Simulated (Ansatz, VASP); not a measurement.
**Ir: VASP beside Ansatz**

File INCAR:

```
SYSTEM = Ir
  ALGO = Normal
  EDIFF = 1E-7
  ENCUT = 520
  GGA = PS
  ISIF = 2
  ISMEAR = 1
  LASPH = .True.
  LCHARG = .False.
  LREAL = .False.
  LWAVE = .False.
  NBANDS = 16
  NELM = 100
  PREC = Accurate
  SIGMA = 0.1
```

Contents of KPOINTS:

```
k-points
0
Gamma
  12 12 7
  0 0 0
```

File POSCAR:

```
Ir
1.0
    2.7047353558      0.0000000000      0.0000000000
   -1.3523676828      2.3423695304      0.0000000000
    0.0000000000      0.0000000000      4.3866433523
Ir
2
Direct
    0.6666666667      0.3333333333      0.7500000000
    0.3333333333      0.6666666667      0.2500000000
```

Input for Ansatz:

```yaml
crystal:
  lattice:
    - [2.7047353557714464, 0.0, 0.0]
    - [-1.352367682800961, 2.3423695304298393, 0.0]
    - [0.0, 0.0, 4.3866433522533566]
  atoms:
    - { symbol: Ir, position: [0.6666666666666666, 0.3333333333333333, 0.75] }
    - { symbol: Ir, position: [0.3333333333333333, 0.6666666666666666, 0.25] }
basis:
  ecutwfc: 500.0
kpoints:
  mp_grid:
    grid: [12, 12, 7]
hamiltonian:
  xc: pbesol
  pseudopotentials:
    kind: paw
scf:
  occupations:
    method: cold
    width: 0.1
output:
  stress: true
```

Alike in both runs: task single point; functional PBEsol; k mesh 12 × 12 × 7; no spin polarisation.

```csv
,VASP,Ansatz
version,VASP 6.6.1,Ansatz 0.2.0
potentials or method,"VASP PAW PBE potentials, release 64 (Ir), cutoff 520 eV","plane waves, PAW"
occupations,"methfessel-paxton of order 1, width 0.1 eV","cold, width 0.1 eV"
valence electrons in the cell,18,34
```

|  | VASP | Ansatz | Ansatz less VASP |
| --- | --- | --- | --- |
| pressure (GPa) | 7.1 | 5.9 | -1.11 |
| traceless stress, the component that is largest in VASP (GPa) | 1.54 | 1.46 | -0.077 |

VASP's potentials were made for PBE, not for PBEsol. VASP's potentials hold 18 valence electrons a cell and Ansatz's 34, so a difference there can come from the potentials and not from the codes.

Spin-orbit coupling is off throughout.
